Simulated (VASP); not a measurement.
# Co: single point with PBE

Crystal: Co.

```
Co
1.0
     2.34016    0.00000    0.00000
     0.00000    2.34016    0.00000
     0.00000    0.00000    2.34016
Co
1
Direct
  0.00000 0.00000 0.00000
```

* Program: VASP 6.6.1
* Task: single point
* Functional: PBE
* Potentials or basis: VASP PAW PBE potentials, release 64 (Co)
* Cutoff: 520 eV
* k mesh: 17 × 17 × 17
* Occupations: fermi-dirac, width 0.05 eV
* Spin: collinear spin, ferromagnetic start
* Starting moments: [1.7] μB
* Dipole correction: no
* Further INCAR settings: ALGO = Normal; EDIFF = 1e-06; NBANDS = 14

```
Pressure                                              : -0.6 GPa
Net moment                                            : 1.87 μB per cell
Site moments                                          : Co +1.88 μB
Valence electrons inside the program's atomic spheres : Co 8.16
```

Levels at points of the mesh, in eV from the Fermi level:
Spin up:
```csv
k point,band 2,band 3,band 4,band 5,band 6,band 7,band 8,band 9,band 10,band 11
"(0.00, 0.00, 0.00)",-4.33,-4.33,-1.17,-1.17,-1.17,18.81,18.81,18.81,22.68,22.68
```
Spin down:
| k point | band 1 | band 2 | band 3 | band 4 | band 5 | band 6 |
| --- | --- | --- | --- | --- | --- | --- |
| (0.00, 0.00, 0.00) | -8.08 | -3.00 | -3.00 | 1.17 | 1.17 | 1.17 |

Run time: 21 s on 1 thread of Intel(R) Xeon(R) 6975P-C (Granite Rapids), on a shared host, peak memory 0.15 GiB.
